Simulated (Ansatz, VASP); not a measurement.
## C: VASP beside Ansatz

The input POSCAR:

```
C
1.0
    2.5031953710      0.0000000000      0.0000000000
   -1.2515976855      2.1678307819      0.0000000000
    0.0000000000      0.0000000000      4.3114446039
C
4
Direct
    0.3333333333      0.6666666667     -0.0003803633
    0.6666666667      0.3333333333      0.4996196367
    0.3333333333      0.6666666667      0.3753803633
    0.6666666667      0.3333333333      0.8753803633
```

Contents of INCAR.step1:

```
SYSTEM = C
  ALGO = Normal
  EDIFF = 1E-5
  ENCUT = 910
  GGA = PE
  GGA_COMPAT = .FALSE.
  ISMEAR = 0
  LASPH = .TRUE.
  LCHARG = .FALSE.
  LREAL = .FALSE.
  LWAVE = .TRUE.
  NBANDS = 16
  NELM = 120
  PREC = Accurate
  SIGMA = 0.01
```

File INCAR.step2:

```
SYSTEM = C
  ALGO = Normal
  EDIFF = 1E-6
  ENCUT = 910
  GGA_COMPAT = .FALSE.
  ISIF = 2
  ISMEAR = 0
  ISTART = 1
  LASPH = .TRUE.
  LCHARG = .FALSE.
  LMIXTAU = .TRUE.
  LREAL = .FALSE.
  LWAVE = .FALSE.
  METAGGA = R2SCAN
  NBANDS = 16
  NELM = 120
  PREC = Accurate
  SIGMA = 0.01
```

KPOINTS

```
k-points
0
G
  12 12 6
  0 0 0
```

Input for Ansatz:

```yaml
crystal:
  lattice:
    - [2.503195371, 0.0, 0.0]
    - [-1.2515976855, 2.1678307819, 0.0]
    - [0.0, 0.0, 4.3114446039]
  atoms:
    - { symbol: C, position: [0.3333333333, 0.6666666667, -0.0003803633] }
    - { symbol: C, position: [0.6666666667, 0.3333333333, 0.4996196367] }
    - { symbol: C, position: [0.3333333333, 0.6666666667, 0.3753803633] }
    - { symbol: C, position: [0.6666666667, 0.3333333333, 0.8753803633] }
kpoints:
  mp_grid: { grid: [12, 12, 6] }
  band_path:
    path:
      - [0.0, 0.0, 0.0]
      - [0.5, 0.0, 0.0]
      - [0.3333333333, 0.3333333333, 0.0]
      - [0.0, 0.0, 0.5]
      - [0.5, 0.0, 0.5]
      - [0.3333333333, 0.3333333333, 0.5]
    npoints: 1
hamiltonian:
  xc: r2scan
scf:
  occupations: { method: fixed }
  n_extra_bands: 5
output:
  forces: true
  stress: true
  eigenvalues: true
  write_density: true
  write_potential: true
  elf: true
  volumetric_format: npy
```

Change from the starting cell: uniaxial_z strain +3.4%.

Alike in both runs: task single point; functional r2SCAN; k mesh 12 × 12 × 6; no spin polarisation.

```csv
,VASP,Ansatz
version,VASP 6.6.1,Ansatz 0.2.0
potentials or method,"VASP PAW PBE potentials, release 64 (C_h)","plane waves, PAW"
plane-wave cutoff (eV),910,500
occupations,"gaussian, width 0.01 eV",fixed
valence electrons in the cell,16,16
```

Ansatz gave:

| Property | Result |
| --- | --- |
| gap on the k mesh at the Fermi level (eV) | 3.79 |
| rms of the force components (eV/Å) | 0.000 |

**Question.** What did VASP give for the same quantities?

**Answer.** gap on the k mesh at the Fermi level (eV): 3.78; rms of the force components (eV/Å): 0.004.

VASP's potentials were made for PBE, not for r2SCAN. Atom by atom the forces differ by 0.004 eV/Å (rms over components).

Noted on VASP's run: the cutoff is short for stress, so the pressure is rough.
